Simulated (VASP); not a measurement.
Runs of VASP 6.6.1 on Zn2N. The structure is that of space group P4/mmm (No. 123), or close to it. The cells are those of the table. The cell was built from a structure type or drawn by symmetry, and may not be a known phase.

```tsv
task	spin	cell	k mesh	cutoff (eV)	gap on the mesh (eV)	pressure (GPa)	moment (μB)	relaxed volume (Å³/atom)
single point	off	a = 2.598, b = 2.598, c = 6.360 Å, 3 atoms	6 × 6 × 4	520	none	23.9	-	-
single point	off	a = 3.096, b = 3.096, c = 4.010 Å, 3 atoms	14 × 14 × 12	520	none	0.7	-	-
relaxation of cell and atoms	off	relaxed from a = 3.123, b = 3.123, c = 3.954 Å, 3 atoms	14 × 14 × 12	600	none	0.0	-	(b)
single point	off	a = 3.123, b = 3.123, c = 3.954 Å, 3 atoms	6 × 6 × 4	520	none	0.7	-	-
relaxation of cell and atoms	off	relaxed from a = 2.598, b = 2.598, c = 6.360 Å, 3 atoms	6 × 6 × 4	600	none	-0.1	-	12.86
single point	collinear, ferromagnetic start	a = 3.123, b = 3.123, c = 3.954 Å, 3 atoms	6 × 6 × 4	520	none	0.6	0.00	-
single point	collinear, ferromagnetic start	a = 2.598, b = 2.598, c = 6.360 Å, 3 atoms	6 × 6 × 4	520	none	23.8	(a)	-
```

Alike in all rows: level PBE; potentials or basis VASP PAW PBE potentials, release 64 (Zn, N); smearing gaussian 0.1 eV.

Question: Fill in the values left out.

Answer: (a) 0.19; (b) 12.87.

Caveats: some runs use coarse meshes; a cell axis changed by over 15 % at a fixed basis, so the end point is rough (at least some runs).

A gap of «none» marks levels without a gap at the run's occupations.
